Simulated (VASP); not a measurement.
Crystal: Mg2ZnSe2S.

```xyz
6
Lattice="4.8242 0.0000 0.0000 -2.4121 4.1779 0.0000 0.0000 0.0000 9.8594" Properties=species:S:1:pos:R:3 pbc="T T T"
Mg    0.0000    2.7853    0.0000
Mg    2.4121    1.3926    0.0000
Zn    0.0000    0.0000    4.9297
Se    0.0000    0.0000    2.6094
Se    0.0000    0.0000    7.2500
S     0.0000    0.0000    0.0000
```

The cell was built from a structure type or drawn by symmetry, and may not be a known phase.

* Program: VASP 6.6.1
* Task: relaxation of cell and atoms
* Functional: PBE
* Potentials or basis: VASP PAW PBE potentials, release 64 (Mg, Zn, Se, S)
* Cutoff: 600 eV
* k mesh: 12 × 12 × 4
* Occupations: gaussian, width 0.1 eV
* Spin: no spin polarisation

At the start: pressure -0.4 GPa; volume 33.12 Å³/atom.

Task: Where does the relaxation end?

Result: Over 7 steps the energy falls by 12.8 meV/atom and the volume is 33.20 Å³/atom (+0.2 %); space group P6/mmm (No. 191, to 0.1 Å) before and after.

The path:
| step | energy change (eV) | largest force (eV/Å) | pressure (GPa) | volume (Å³) |
| --- | --- | --- | --- | --- |
| 1 | 0.0000 | 0.3001 | -0.40 | 198.72 |
| 2 | -0.0638 | 0.3596 | 0.48 | 196.27 |
| 3 | -0.0642 | 0.3613 | 0.41 | 196.42 |
| 4 | -0.0756 | 0.0884 | 0.15 | 198.37 |
| 5 | -0.0763 | 0.0036 | 0.07 | 199.01 |
| 6 | -0.0764 | 0.0032 | -0.05 | 199.35 |
| 7 | -0.0766 | 0.0032 | 0.00 | 199.21 |

Final structure:
```cif
data_structure
_symmetry_space_group_name_H-M 'P 1'
_symmetry_Int_Tables_number 1
_cell_length_a 4.8879
_cell_length_b 4.8879
_cell_length_c 9.6280
_cell_angle_alpha 90.000
_cell_angle_beta 90.000
_cell_angle_gamma 120.000
_cell_volume 199.21
loop_
_atom_site_label
_atom_site_type_symbol
_atom_site_fract_x
_atom_site_fract_y
_atom_site_fract_z
_atom_site_occupancy
Mg1 Mg 0.33333 0.66667 0.00000 1
Mg2 Mg 0.66667 0.33333 0.00000 1
Zn1 Zn 0.00000 0.00000 0.50000 1
Se1 Se 0.00000 0.00000 0.26060 1
Se2 Se 0.00000 0.00000 0.73940 1
S1 S 0.00000 0.00000 0.00000 1
```
